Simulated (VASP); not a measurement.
Co3Si8Ni, 12 atoms in the cell. The structure is tetragonal, space group P4/mmm (No. 123). Conventional cell: a = 3.795 Å, b = 3.795 Å, c = 10.757 Å, α = 90.00°, β = 90.00°, γ = 90.00°. Within 3.1 Å of Co (site symmetry 4/mmm) lie 8 Si at 2.32 Å. Within 3.0 Å of Co (site symmetry 4mm) lie 8 Si at 2.30 to 2.34 Å. Si (site symmetry 2mm) has 4 Co at 2.32 to 2.34 Å and 6 Si at 2.66 to 2.68 Å within 3.1 Å. Si (site symmetry 2mm) has 2 Co at 2.30 Å and 2 Ni at 2.34 Å and 6 Si at 2.66 to 2.75 Å within 3.0 Å. Ni (site symmetry 4/mmm) has 8 Si at 2.34 Å within 3.1 Å. 

| Item | Value |
| --- | --- |
| Program | VASP 6.6.1 |
| Task | single point |
| Functional | PBE |
| Potentials or basis | VASP PAW PBE potentials, release 64 (Co, Si, Ni) |
| Cutoff | 520 eV |
| k mesh | 4 × 4 × 2 |
| Occupations | gaussian, width 0.1 eV |
| Spin | collinear spin, ferromagnetic start |
| Starting moments | [3.0, 3.0, 3.0, 0.0, 0.0, 0.0, 0.0, 0.0, 0.0, 0.0, 0.0, 2.0] μB |
| Dipole correction | no |
| Further INCAR settings | ALGO = Normal; EDIFF = 1e-07; NBANDS = 50 |

Potentials or basis: VASP PAW PBE potentials, release 64 (Co, Si, Ni).

Run with:

```console
$ cat potpaw_PBE.64/Co/POTCAR potpaw_PBE.64/Si/POTCAR potpaw_PBE.64/Ni/POTCAR > POTCAR
$ mpirun -np 1 vasp_std > vasp.out
```

Hardware: 1 thread of Oxide Virtual Turin-like Processor (shared host).

Estimate the wall time of this run.

Wall time 5.3 min on 1 thread of Oxide Virtual Turin-like Processor (shared host), peak memory 0.33 GiB. Counts: scf iterations 20, k points 12.
